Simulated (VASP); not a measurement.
# TaS2 (P-3m1) in VASP: single point with PBE

Aim: the single point of TaS2 with PBE.

Program: VASP 6.6.1. These are calculated values, not measurements. Logs are shortened: lines on timing, memory, paths and dates and some standing lists are left out, and cuts for length are marked.

## 1. The cell of the first run

The structure is trigonal, space group P-3m1 (No. 164). Conventional cell: a = 3.394 Å, b = 3.394 Å, c = 5.937 Å, α = 90.00°, β = 90.00°, γ = 120.00°. Ta (site symmetry -3m) has 6 S at 2.46 Å within 3.2 Å. Within 3.2 Å of S (site symmetry 3m) lie 3 Ta at 2.46 Å.

## 2. Single point, PBE (volume scaled by 1.04)

Contents of INCAR:

```
  ALGO = Normal
  EDIFF = 1E-6
  ENCUT = 500
  GGA = PE
  GGA_COMPAT = F
  ISIF = 2
  ISMEAR = -1
  LASPH = T
  LCHARG = F
  LREAL = F
  LWAVE = F
  NBANDS = 18
  NELM = 120
  PREC = Accurate
  SIGMA = 0.03
```

Contents of KPOINTS:

```
k-points
0
Gamma
  9 9 5
```

Contents of POSCAR:

```
TaS2
1.0
    3.3940861513      0.0000000000      0.0000000000
   -1.6970430756      2.9393648297      0.0000000000
    0.0000000000      0.0000000000      5.9371141064
Ta S
1 2
Direct
    0.0000000000      0.0000000000      0.0000000000
    0.3333333333      0.6666666667      0.2500000000
    0.6666666667      0.3333333333      0.7500000000
```

Potentials or basis: VASP PAW PBE potentials, release 64 (Ta_pv, S).

On the command line:

```
$ cat potpaw_PBE.64/Ta_pv/POTCAR potpaw_PBE.64/S/POTCAR > POTCAR
$ mpirun -np 1 vasp_std > vasp.out
```

OUTCAR:

```text
EDIFF = 1E-6
   ENCUT = 500
   GGA = PE
   ISIF = 2
   ISMEAR = -1
   LASPH = T
   LREAL = F
   NELM = 120
   PREC = Accurate

 ion  position               nearest neighbor table
   1  0.000  0.000  0.000-   2 2.46   3 2.46   3 2.46   2 2.46   3 2.46   2 2.46
   2  0.333  0.667  0.250-   1 2.46   1 2.46   1 2.46
   3  0.667  0.333  0.750-   1 2.46   1 2.46   1 2.46

  LATTYP: Found a hexagonal cell.
 ALAT       =     3.3940861513
 C/A-ratio  =     1.7492526240

  Lattice vectors:

 A1 = (   3.3940861513,   0.0000000000,   0.0000000000)
 A2 = (  -1.6970430756,   2.9393648297,   0.0000000000)
 A3 = (   0.0000000000,   0.0000000000,   5.9371141064)

Analysis of symmetry for initial positions (statically):
=====================================================================
 Subroutine PRICEL returns:
 Original cell was already a primitive cell.

 Routine SETGRP: Setting up the symmetry group for a
 hexagonal supercell.

 Subroutine GETGRP returns: Found 12 space group operations
 (whereof 12 operations were pure point group operations)
 out of a pool of 24 trial point group operations.

The static configuration has the point symmetry D_3d.

Analysis of symmetry for dynamics (positions and initial velocities):
=====================================================================
 Subroutine PRICEL returns:
 Original cell was already a primitive cell.

 Routine SETGRP: Setting up the symmetry group for a
 hexagonal supercell.

 Subroutine GETGRP returns: Found 12 space group operations
 (whereof 12 operations were pure point group operations)
 out of a pool of 24 trial point group operations.

The dynamic configuration has the point symmetry D_3d.

 Subroutine INISYM returns: Found 12 space group operations
 (whereof 12 operations are pure point group operations),
 and found     1 'primitive' translations

----------------------------------------------------------------------------------------

                                     Primitive cell

  volume of cell :      59.2314

  direct lattice vectors                    reciprocal lattice vectors
     3.394086151  0.000000000  0.000000000     0.294630117  0.170104777  0.000000000
    -1.697043076  2.939364830  0.000000000     0.000000000  0.340209555  0.000000000
     0.000000000  0.000000000  5.937114106     0.000000000  0.000000000  0.168431999

  length of vectors
     3.394086151  3.394086151  5.937114106     0.340209555  0.340209555  0.168431999

  position of ions in fractional coordinates (direct lattice)
     0.000000000  0.000000000  0.000000000
     0.333333333  0.666666667  0.250000000
     0.666666667  0.333333333  0.750000000

  ion indices of the primitive-cell ions
   primitive index   ion index
                 1           1
                 2           2
                 3           3

----------------------------------------------------------------------------------------

 KPOINTS: k-points

Automatic generation of k-mesh.
 Grid dimensions read from file:
 generate k-points for:    9    9    5

 Generating k-lattice:

  Cartesian coordinates                     Fractional coordinates (reciprocal lattice)
     0.032736680  0.018900531  0.000000000     0.111111111  0.000000000  0.000000000
     0.000000000  0.037801062  0.000000000     0.000000000  0.111111111  0.000000000
     0.000000000  0.000000000  0.033686400     0.000000000  0.000000000  0.200000000

  Length of vectors
     0.037801062  0.037801062  0.033686400

  Shift w.r.t. Gamma in fractional coordinates (k-lattice)
     0.000000000  0.000000000  0.000000000

 Subroutine IBZKPT returns following result:
 ===========================================

 Found     50 irreducible k-points:

 Following reciprocal coordinates:
            Coordinates               Weight
  0.000000  0.000000  0.000000      1.000000
  0.111111  0.000000  0.000000      6.000000
  0.222222  0.000000  0.000000      6.000000
  0.333333  0.000000  0.000000      6.000000
  0.444444  0.000000  0.000000      6.000000
  0.111111  0.111111  0.000000      6.000000
[... 16 lines left out ...]
  0.222222  0.111111  0.200000     12.000000
 -0.111111  0.333333  0.200000     12.000000
 [... further k-points ...]
   k-points           NKPTS =     50   k-points in BZ     NKDIM =     50   number of bands    NBANDS=     18
   number of dos      NEDOS =    301   number of ions     NIONS =      3
   total plane-waves  NPLWV =  37632
   dimension x,y,z NGX =    28 NGY =   28 NGZ =   48
   dimension x,y,z NGXF=    56 NGYF=   56 NGZF=   96
   ions per type =               1   2
   NGX,Y,Z   is equivalent  to a cutoff of  13.71, 13.71, 13.44 a.u.
   NGXF,Y,Z  is equivalent  to a cutoff of  27.43, 27.43, 26.88 a.u.
 SYSTEM =  unknown system
   PREC   = accura    normal or accurate (medium, high low for compatibility)
   ISTART =      0    job   : 0-new  1-cont  2-samecut
   ICHARG =      2    charge: 1-file 2-atom 10-const
   ISPIN  =      1    spin polarized calculation?
   LNONCOLLINEAR =      F non collinear calculations
   LSORBIT =      F    spin-orbit coupling
   LASPH  =      T    aspherical Exc in radial PAW
   ENCUT  =  500.0 eV  36.75 Ry    6.06 a.u.   6.19  6.19 10.82*2*pi/ulx,y,z
   NELM   =    120;   NELMIN=  2; NELMDL= -5     # of ELM steps
   EDIFF  = 0.1E-05   stopping-criterion for ELM
   LREAL  =      F    real-space projection
   EDIFFG = 0.1E-04   stopping-criterion for IOM
   NSW    =      0    number of steps for IOM
   IBRION =     -1    ionic relax: 0-MD 1-quasi-New 2-CG
   NFREE  =      0    steps in history (QN), initial steepest desc. (CG)
   ISIF   =      2    stress and relaxation
   ISYM   =      2    0-nonsym 1-usesym 2-fastsym
   POTIM  = 0.5000    time-step for ionic-motion
   TEBEG  =    0.0;   TEEND  =   0.0 temperature during run
   PSTRESS=    0.0 pullay stress
   NELECT =      23.0000    total number of electrons
   NUPDOWN=      -1.0000    fix difference up-down
   EMIN   =  10.00;   EMAX   =-10.00  energy-range for DOS
   EFERMI =   0.00;   METHOD = LEGACY
   ISMEAR =    -1;   SIGMA  =   0.03  broadening in eV -4-tet -1-fermi 0-gaus
   EFERMI_NEDOS =   21; number of points for ismear=-14 and -15
   IALGO  =     38    algorithm
   IMIX   =      4    mixing-type and parameters
     AMIX     =   0.40;   BMIX     =  1.00
     AMIX_MAG =   1.60;   BMIX_MAG =  1.00
  volume/ion in A,a.u.               =      19.74       133.24
  Fermi-wavevector in a.u.,A,eV,Ry     =   1.194355  2.257004 19.408500  1.426484
  Thomas-Fermi vector in A             =   2.330347
   LORBIT       =      0    0 simple, 1 ext, 2 COOP (PROOUT), +10 PAW based schemes
   GGA     = PE    functional components
   LHFCALC =     F    Hartree Fock is set to
   AEXX    =    0.0000 exact exchange contribution
   IVDW    =     0    specifies the selected vdW correction
   LEPSILON=     F    determine dielectric tensor
   LRPA    =     F    only Hartree local field effects (RPA)
 non-spin polarized calculation
  energy-cutoff  :      500.00
  volume of cell :       59.23
 maximum number of plane-waves:      1522
 NGX is ok and might be reduce to    28
   NGX = 13   NGY = 13   NGZ = 21

 number of electron      23.0000004 magnetization

 Free energy of the ion-electron system (eV)
  ---------------------------------------------------
  ext. energy  EPLUGINS =         0.00000000
  ---------------------------------------------------
  free energy    TOTEN  =       -23.10382597 eV

  energy without entropy =      -23.09756059  energy(sigma->0) =      -23.10069328

 E-fermi :   5.2787     XC(G=0): -10.3294

 val. band max:        5.2335830158   @ k =   0.3333   0.1111   0.0000
 cond. band min:       5.2835142180   @ k =   0.2222   0.1111   0.0000
 fundamental gap:      0.0499312023
 Fermi energy:         5.2786837998

 k-point     1 :       0.0000    0.0000    0.0000
  band No.  band energies     occupation
      1     -30.0777      2.00000
      2     -30.0777      2.00000
      3     -30.0712      2.00000
      4      -9.6338      2.00000
      5      -7.7088      2.00000
      6      -1.4874      2.00000
[... 10 lines left out ...]
     17      10.4504      0.00000
     18      10.5028      0.00000

 k-point     2 :       0.1111    0.0000    0.0000
  band No.  band energies     occupation
      1     -30.1082      2.00000
      2     -30.0847      2.00000
      3     -30.0654      2.00000
      4      -9.4540      2.00000
      5      -7.7136      2.00000
      6      -1.2682      2.00000
[... 10 lines left out ...]
     17      11.1954      0.00000
     18      11.4427      0.00000

 k-point     3 :       0.2222    0.0000    0.0000
  band No.  band energies     occupation
      1     -30.1846      2.00000
      2     -30.1023      2.00000
      3     -30.0507      2.00000
      4      -8.9669      2.00000
      5      -7.7226      2.00000
      6      -0.6846      2.00000
[... 10 lines left out ...]
     17      12.3158      0.00000
     18      12.5025      0.00000

 k-point     4 :       0.3333    0.0000    0.0000
  band No.  band energies     occupation
      1     -30.2700      2.00000
      2     -30.1223      2.00000
      3     -30.0340      2.00000
      4      -8.3628      2.00000
      5      -7.6910      2.00000
      6      -0.5233      2.00000
[... 10 lines left out ...]
     17      11.6245      0.00000
     18      12.0982      0.00000

 k-point     5 :       0.4444    0.0000    0.0000
  band No.  band energies     occupation
      1     -30.3249      2.00000
      2     -30.1353      2.00000
      3     -30.0231      2.00000
      4      -8.0498      2.00000
      5      -7.4956      2.00000
      6      -1.3609      2.00000
[... 10 lines left out ...]
     17      11.0440      0.00000
     18      12.1407      0.00000

 k-point     6 :       0.1111    0.1111    0.0000
  band No.  band energies     occupation
      1     -30.1589      2.00000
      2     -30.0998      2.00000
      3     -30.0551      2.00000
      4      -9.1189      2.00000
      5      -7.7214      2.00000
      6      -0.8541      2.00000
[... 10 lines left out ...]
     17      12.2392      0.00000
     18      12.6194      0.00000

 k-point     7 :       0.2222    0.1111    0.0000
  band No.  band energies     occupation
      1     -30.2333      2.00000
      2     -30.1250      2.00000
      3     -30.0395      2.00000
      4      -8.5539      2.00000
      5      -7.7232      2.00000
      6      -0.2132      2.00000
[... 10 lines left out ...]
     17      12.4405      0.00000
     18      13.0746      0.00000

 k-point     8 :       0.3333    0.1111    0.0000
  band No.  band energies     occupation
      1     -30.2975      2.00000
      2     -30.1474      2.00000
      3     -30.0257      2.00000
      4      -8.0550      2.00000
      5      -7.6271      2.00000
      6      -0.8531      2.00000
[... 10 lines left out ...]
     17      11.8669      0.00000
     18      12.1938      0.00000
[... 229 lines left out ...]
     17      10.9672      0.00000
     18      11.4845      0.00000

 k-point    20 :       0.4444    0.0000    0.2000
  band No.  band energies     occupation
      1     -30.3249      2.00000
      2     -30.1353      2.00000
      3     -30.0231      2.00000
      4      -8.0375      2.00000
      5      -7.5107      2.00000
      6      -1.3452      2.00000
[... 10 lines left out ...]
     17      11.3177      0.00000
     18      11.9217      0.00000

 k-point    21 :       0.0000    0.4444    0.2000
  band No.  band energies     occupation
      1     -30.3249      2.00000
      2     -30.1353      2.00000
      3     -30.0231      2.00000
      4      -8.1139      2.00000
      5      -7.4053      2.00000
      6      -1.4298      2.00000
[... 10 lines left out ...]
     17      10.7029      0.00000
     18      11.3191      0.00000

 k-point    22 :       0.1111    0.1111    0.2000
  band No.  band energies     occupation
      1     -30.1589      2.00000
      2     -30.0998      2.00000
      3     -30.0551      2.00000
      4      -9.0496      2.00000
      5      -7.8317      2.00000
      6      -0.6448      2.00000
[... 10 lines left out ...]
     17      12.3762      0.00000
     18      12.6394      0.00000

 k-point    23 :       0.2222    0.1111    0.2000
  band No.  band energies     occupation
      1     -30.2333      2.00000
      2     -30.1250      2.00000
      3     -30.0395      2.00000
      4      -8.4723      2.00000
      5      -7.8292      2.00000
      6      -0.0590      2.00000
[... 10 lines left out ...]
     17      12.7848      0.00000
     18      12.8533      0.00000

 k-point    24 :      -0.1111    0.3333    0.2000
  band No.  band energies     occupation
      1     -30.2333      2.00000
      2     -30.1250      2.00000
      3     -30.0395      2.00000
      4      -8.5213      2.00000
      5      -7.7597      2.00000
      6      -0.4233      2.00000
[... 10 lines left out ...]
     17      11.8360      0.00000
     18      12.6584      0.00000

 [... further k-points ...]
[... 5 lines left out ...]
  --------------------------------------------------------------------------------------
  -------------------------------------------------------------------------------------
  Total        0.6390627      0.6390627      2.4202831      0.0000000      0.0000000      0.0000000
  in kB       17.2863102     17.2863102     65.4673869      0.0000000      0.0000000      0.0000000
  external PRESSURE =      33.3466691 kB  Pullay stress =       0.0000000 kB

 VOLUME and BASIS-vectors are now :
 -----------------------------------------------------------------------------
  energy-cutoff  :      500.00
  volume of cell :       59.23
      direct lattice vectors                 reciprocal lattice vectors
     3.394086151  0.000000000  0.000000000     0.294630117  0.170104777  0.000000000
    -1.697043076  2.939364830  0.000000000     0.000000000  0.340209555  0.000000000
     0.000000000  0.000000000  5.937114106     0.000000000  0.000000000  0.168431999

 POSITION                                       TOTAL-FORCE (eV/Angst)
 -----------------------------------------------------------------------------------
      0.00000      0.00000      0.00000         0.000000     -0.000000      0.000000
     -0.00000      1.95958      1.48428         0.000000     -0.000000      0.595142
      1.69704      0.97979      4.45284        -0.000000      0.000000     -0.595142
 -----------------------------------------------------------------------------------
    total drift:                               -0.000000     -0.000000     -0.000000

  FREE ENERGIE OF THE ION-ELECTRON SYSTEM (eV)
  ---------------------------------------------------
  free  energy   TOTEN  =       -23.1038259702 eV

  energy  without entropy=      -23.0975605894  energy(sigma->0) =      -23.10069328
```

It took 43 s on 1 thread of AMD EPYC 7R43 (Zen 3), shared host; peak memory 0.17 GiB.

Results:

* Free energy: -23.1038 eV
* Pressure: 3.3 GPa
* Largest force: 0.595 eV/Å

Forces on the atoms (eV/Å):
```
Ta   0.000  0.000  0.000
S    0.000  0.000  0.595
S    0.000  0.000 -0.595
```

Stress tensor (GPa, compression positive):
```
1.73 0.00 0.00
0.00 1.73 0.00
0.00 0.00 6.55
```

Caveat: spin-orbit coupling is left out, which moves the levels of the heavy elements; this functional lacks dispersion, which binds the layers, so the pressure and a relaxed spacing across them are unreliable.
